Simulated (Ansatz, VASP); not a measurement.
## NbSi2: VASP beside Ansatz

File INCAR:

```
SYSTEM = NbSi2
  PREC = Accurate
  ENCUT = 520
  EDIFF = 1E-6
  ISMEAR = -1
  SIGMA = 0.1
  LREAL = .False.
  LASPH = .True.
  NELM = 100
  ALGO = Normal
  ISIF = 2
  LWAVE = .False.
  LCHARG = .False.
  GGA = RP
  NBANDS = 42
```

File KPOINTS:

```
regular mesh
0
Gamma
  4 4 3
  0 0 0
```

The input POSCAR:

```
NbSi2
1.0
    4.8230860000      0.0000000000      0.0000000000
   -2.4115430000      4.1769190000      0.0000000000
    0.0000000000      0.0000000000      6.6289770000
Si Nb
6 3
Direct
    0.1670000000      0.3340000000      0.0000000000
    0.8330000000      0.1670000000      0.6666700000
    0.6660000000      0.8330000000      0.3333300000
    0.8330000000      0.6660000000      0.0000000000
    0.1670000000      0.8330000000      0.6666700000
    0.3340000000      0.1670000000      0.3333300000
    0.5000000000      0.0000000000      0.0000000000
    0.5000000000      0.5000000000      0.6666700000
    0.0000000000      0.5000000000      0.3333300000
```

Input for Ansatz:

```yaml
crystal:
  lattice:
    - [4.823086, 0.0, 0.0]
    - [-2.411543, 4.176919, 0.0]
    - [0.0, 0.0, 6.628977]
  atoms:
    - { symbol: Si, position: [0.167, 0.334, 0.0] }
    - { symbol: Si, position: [0.833, 0.167, 0.66667] }
    - { symbol: Si, position: [0.666, 0.833, 0.33333] }
    - { symbol: Si, position: [0.833, 0.666, 0.0] }
    - { symbol: Si, position: [0.167, 0.833, 0.66667] }
    - { symbol: Si, position: [0.334, 0.167, 0.33333] }
    - { symbol: Nb, position: [0.5, 0.0, 0.0] }
    - { symbol: Nb, position: [0.5, 0.5, 0.66667] }
    - { symbol: Nb, position: [0.0, 0.5, 0.33333] }
  symmetry: { tolerance: 0.0003 }
kpoints:
  mp_grid: { grid: [4, 4, 3], shift: [0, 0, 0] }
magnetization:
  spin_polarized: false
scf:
  occupations: { method: fermi_dirac }
hamiltonian:
  pseudopotentials: { kind: paw }
  xc: rpbe
basis:
  ecutwfc: 420
output:
  forces: true
  stress: true
  eigenvalues: true
```

Alike in both runs: task single point; functional RPBE; k mesh 4 × 4 × 3; no spin polarisation.

|  | VASP | Ansatz |
| --- | --- | --- |
| version | VASP 6.6.1 | Ansatz 0.2.0 |
| potentials or method | VASP PAW PBE potentials, release 64 (Si, Nb_sv), cutoff 520 eV | PAW plane waves |
| occupations | fermi-dirac, width 0.1 eV | fermi-dirac |
| valence electrons in the cell | 63 | 63 |

Ansatz gave:

```
gap on the k mesh at the Fermi level (eV)                     : none
pressure (GPa)                                                : 1.6
traceless stress, the component that is largest in VASP (GPa) : 1.59
rms of the force components (eV/Å)                            : 0.332
```

Q: What did VASP give for the same quantities?

A: gap on the k mesh at the Fermi level (eV): none; pressure (GPa): 1.1; traceless stress, the component that is largest in VASP (GPa): 1.56; rms of the force components (eV/Å): 0.332.

VASP's potentials were made for PBE, not for RPBE. Atom by atom the forces differ by 0.000 eV/Å (rms over components). A gap of «none» marks a metal or a gap that the smearing closes. Ansatz's warnings: structure snapped to symmetry.

The k mesh is coarse, so the values compare programs but aren't converged.
